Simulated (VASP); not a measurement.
A run of VASP 6.6.1:

Contents of INCAR:

```
PREC     = Accurate       # precision mode
ENCUT    = 600            # plane-wave cutoff, eV
EDIFF    = 1E-6           # SCF threshold, eV
ISMEAR   = -1             # smearing method
SIGMA    = 0.05           # smearing width, eV
LREAL    = F              # projectors in reciprocal space
LASPH    = T              # aspherical terms in the spheres
NELM     = 80             # most SCF steps
ALGO     = Normal         # electronic algorithm
ISIF     = 3              # what is computed and relaxed
LWAVE    = F              # write WAVECAR
LCHARG   = F              # write CHGCAR
GGA      = B5             # functional
ALDAX    = 1.0          
AGGAX    = 1.0          
AGGAC    = 1.0          
ALDAC    = 0.0          
IBRION   = 2              # ionic algorithm
NSW      = 60             # ionic steps
EDIFFG   = -0.01          # ionic threshold
```

Contents of KPOINTS:

```
Automatic mesh
0
Gamma
  9 9 9
```

Contents of POSCAR:

```
TaN
1.0
    0.0000000000      2.4911437700      2.4911437700
    2.4911437700      0.0000000000      2.4911437700
    2.4911437700      2.4911437700      0.0000000000
Ta N
1 1
Direct
    0.0000000000      0.0000000000      0.0000000000
    0.2500000000      0.2500000000      0.2500000000
```

Potentials or basis: VASP PAW PBE potentials, release 64 (Ta_pv, N).

Command:

```console
$ cat potpaw_PBE.64/Ta_pv/POTCAR potpaw_PBE.64/N/POTCAR > POTCAR
$ mpirun -np 1 vasp_std > vasp.out
```

Hardware: 1 thread of Intel(R) Xeon(R) Platinum 8259CL CPU @ 2.50GHz (Skylake/Cascade Lake), with other jobs on the host.

**Question.** Estimate the wall time of this run.

**Answer.** Run time: 100 s on 1 thread of Intel(R) Xeon(R) Platinum 8259CL CPU @ 2.50GHz (Skylake/Cascade Lake), with other jobs on the host, peak memory 0.18 GiB. Counts: scf iterations 48, k points 35, ion steps 7.
